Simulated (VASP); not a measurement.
# Ni3Ge (Pm-3m) in VASP: notebook, part 2 of 2

VASP 6.6.1. The steps go on from the part before.

## (5) Single point, LDA, collinear spin, ferromagnetic start (8.36 Å³/atom)

This run uses another cell than the first one, of 8.36 Å³/atom.

INCAR reads:

```
ALGO = Normal
EDIFF = 1E-6
ENCUT = 600
GGA = CA
GGA_COMPAT = F
ISIF = 2
ISMEAR = -1
ISPIN = 2
LASPH = T
LCHARG = F
LMAXMIX = 4
LORBIT = 11
LREAL = F
LWAVE = F
MAGMOM = 0.375 0.375 0.375 0
NBANDS = 34
NELM = 200
PREC = Accurate
SIGMA = 0.05
```

KPOINTS reads:

```
k-points
0
Gamma
  8 8 8
```

POSCAR reads:

```
Ni3Ge
1.0
    3.2217141598      0.0000000000      0.0000000000
    0.0000000000      3.2217141598      0.0000000000
    0.0000000000      0.0000000000      3.2217141598
Ni Ge
3 1
Direct
    0.5000000000      0.0000000000      0.5000000000
    0.0000000000      0.5000000000      0.5000000000
    0.5000000000      0.5000000000      0.0000000000
    0.0000000000      0.0000000000      0.0000000000
```

Potentials or basis: VASP PAW LDA potentials, release 64 (Ni, Ge_d).

The run is started by

```console
$ cat potpaw_LDA.64/Ni/POTCAR potpaw_LDA.64/Ge_d/POTCAR > POTCAR
$ mpirun -np 1 vasp_std > vasp.out
```

OUTCAR:

```text
EDIFF = 1E-6
   ENCUT = 600
   GGA = CA
   ISIF = 2
   ISMEAR = -1
   ISPIN = 2
   LASPH = T
   LORBIT = 11
   LREAL = F
   NELM = 200
   PREC = Accurate

 ion  position               nearest neighbor table
   1  0.500  0.000  0.500-   2 2.28   3 2.28   4 2.28   3 2.28   4 2.28   2 2.28   3 2.28   3 2.28
                             2 2.28   4 2.28   4 2.28   2 2.28
   2  0.000  0.500  0.500-   1 2.28   3 2.28   4 2.28   3 2.28   4 2.28   1 2.28   4 2.28   4 2.28
                             1 2.28   3 2.28   3 2.28   1 2.28
   3  0.500  0.500  0.000-   1 2.28   2 2.28   4 2.28   1 2.28   2 2.28   1 2.28   4 2.28   1 2.28
                             2 2.28   4 2.28   2 2.28   4 2.28
   4  0.000  0.000  0.000-   1 2.28   2 2.28   3 2.28   1 2.28   2 2.28   2 2.28   3 2.28   2 2.28
                             1 2.28   3 2.28   1 2.28   3 2.28

  LATTYP: Found a simple cubic cell.
 ALAT       =     3.2217141598

  Lattice vectors:

 A1 = (   3.2217141598,   0.0000000000,   0.0000000000)
 A2 = (   0.0000000000,   3.2217141598,   0.0000000000)
 A3 = (   0.0000000000,   0.0000000000,   3.2217141598)

Analysis of symmetry for initial positions (statically):
=====================================================================
 Subroutine PRICEL returns:
 Original cell was already a primitive cell.

 Routine SETGRP: Setting up the symmetry group for a
 simple cubic supercell.

 Subroutine GETGRP returns: Found 48 space group operations
 (whereof 48 operations were pure point group operations)
 out of a pool of 48 trial point group operations.

The static configuration has the point symmetry O_h .

Analysis of symmetry for dynamics (positions and initial velocities):
=====================================================================
 Subroutine PRICEL returns:
 Original cell was already a primitive cell.

 Routine SETGRP: Setting up the symmetry group for a
[... 171 lines left out ...]

  energy without entropy =      -24.09162957  energy(sigma->0) =      -24.09836391

 E-fermi :  14.8205     XC(G=0): -15.5467

 val. band max:       14.7532089670   @ k =   0.1250   0.1250   0.0000
 cond. band min:      14.8436639081   @ k =   0.5000   0.3750   0.3750
 fundamental gap:      0.0904549411
 Fermi energy:        14.8205464083

 spin component 1

 k-point     1 :       0.0000    0.0000    0.0000
  band No.  band energies     occupation
      1     -10.3608      1.00000
      2     -10.3608      1.00000
      3     -10.3168      1.00000
      4     -10.3168      1.00000
      5     -10.3168      1.00000
      6      -0.2762      1.00000
[... 877 lines left out ...]
     33      32.8991      0.00000
     34      35.9742      0.00000

 [... further k-points ...]

 spin component 2

 k-point     1 :       0.0000    0.0000    0.0000
  band No.  band energies     occupation
      1     -10.3608      1.00000
      2     -10.3608      1.00000
      3     -10.3168      1.00000
      4     -10.3168      1.00000
      5     -10.3168      1.00000
      6      -0.2761      1.00000
[... 877 lines left out ...]
     33      32.8991      0.00000
     34      35.9743      0.00000

 [... further k-points ...]

------------------------ aborting loop because EDIFF is reached ----------------------------------------

  FORCE on cell =-STRESS in cart. coord.  units (eV):
  Direction    XX          YY          ZZ          XY          YZ          ZX
  --------------------------------------------------------------------------------------
  -------------------------------------------------------------------------------------
  Total       21.3064999     21.3064999     21.3064999     -0.0000000     -0.0000000      0.0000000
  in kB     1020.8493961   1020.8493961   1020.8493961     -0.0000000     -0.0000000      0.0000000
  external PRESSURE =    1020.8493961 kB  Pullay stress =       0.0000000 kB

 VOLUME and BASIS-vectors are now :
 -----------------------------------------------------------------------------
  energy-cutoff  :      600.00
  volume of cell :       33.44
      direct lattice vectors                 reciprocal lattice vectors
     3.221714160  0.000000000  0.000000000     0.310393769  0.000000000  0.000000000
     0.000000000  3.221714160  0.000000000     0.000000000  0.310393769  0.000000000
     0.000000000  0.000000000  3.221714160     0.000000000  0.000000000  0.310393769

 POSITION                                       TOTAL-FORCE (eV/Angst)
 -----------------------------------------------------------------------------------
      1.61086      0.00000      1.61086         0.000000      0.000000      0.000000
      0.00000      1.61086      1.61086         0.000000      0.000000      0.000000
      1.61086      1.61086      0.00000         0.000000      0.000000      0.000000
      0.00000      0.00000      0.00000         0.000000      0.000000      0.000000
 -----------------------------------------------------------------------------------
    total drift:                                0.000000      0.000000      0.000000

  FREE ENERGIE OF THE ION-ELECTRON SYSTEM (eV)
  ---------------------------------------------------
  free  energy   TOTEN  =       -24.1050982429 eV

  energy  without entropy=      -24.0916295728  energy(sigma->0) =      -24.09836391

 total charge

# of ion       s       p       d       tot
------------------------------------------
    1        0.619   0.883   8.680  10.183
    2        0.619   0.883   8.680  10.183
    3        0.619   0.883   8.680  10.183
    4        1.137   1.591  10.332  13.059
--------------------------------------------------
tot          2.993   4.241  36.373  43.607

 magnetization (x)

# of ion       s       p       d       tot
------------------------------------------
    1        0.000   0.000  -0.000  -0.000
    2        0.000   0.000  -0.000  -0.000
    3        0.000   0.000  -0.000  -0.000
    4        0.000  -0.000  -0.000   0.000
--------------------------------------------------
tot          0.000   0.000  -0.000  -0.000
```

stdout:

```text
POSCAR found type information on POSCAR NiGe
 POSCAR found :  2 types and       4 ions
 scaLAPACK will be used
 LDA part: xc-table for (Slater(with rela. corr.)+CA(PZ))
 , standard interpolation
 POSCAR, INCAR and KPOINTS ok, starting setup
 FFT: planning ... GRIDC
 FFT: planning ... GRID_SOFT
 FFT: planning ... GRID
 WAVECAR not read
 entering main loop
```

It took 50 s on 1 thread of AMD EPYC 9R45 (Zen 5), shared host; peak memory 0.17 GiB.

What came out:

```
Free energy                                           : -24.1051 eV
Pressure                                              : 102.1 GPa
Band gap on the k mesh                                : zero (filled and empty bands overlap)
Net moment                                            : 0.00 μB per cell
Valence electrons inside the program's atomic spheres : Ni 10.18; Ge 13.06
```

Levels at points of the mesh, in eV from the Fermi level:
Spin up:
| k point | band 20 | band 21 | band 22 | band 23 | band 24 | band 25 |
| --- | --- | --- | --- | --- | --- | --- |
| (0.00, 0.00, 0.00) | -0.86 | -0.40 | 0.07 | 0.07 | 0.07 | 6.74 |
| (0.50, 0.00, 0.00) | -1.72 | -0.79 | 0.07 | 4.78 | 4.78 | 6.94 |
| (0.50, 0.50, 0.00) | -1.65 | -1.41 | -1.32 | 0.97 | 0.97 | 7.62 |
| (0.50, 0.50, 0.50) | -1.72 | -1.06 | -0.28 | -0.28 | -0.28 | 1.91 |
Spin down:
| k point | band 18 | band 19 | band 20 | band 21 | band 22 | band 23 | band 24 | band 25 | band 26 | band 27 |
| --- | --- | --- | --- | --- | --- | --- | --- | --- | --- | --- |
| (0.00, 0.00, 0.00) | -1.39 | -0.86 | -0.86 | -0.40 | 0.07 | 0.07 | 0.07 | 6.74 | 8.79 | 8.79 |
| (0.50, 0.00, 0.00) | -1.96 | -1.89 | -1.72 | -0.79 | 0.07 | 4.78 | 4.78 | 6.94 | 6.94 | 7.07 |
| (0.50, 0.50, 0.00) | -2.13 | -1.66 | -1.65 | -1.41 | -1.32 | 0.97 | 0.97 | 7.62 | 8.28 | 10.44 |
| (0.50, 0.50, 0.50) | -1.99 | -1.72 | -1.72 | -1.06 | -0.28 | -0.28 | -0.28 | 1.91 | 5.87 | 5.87 |

Caveat: the cell stands under pressure.
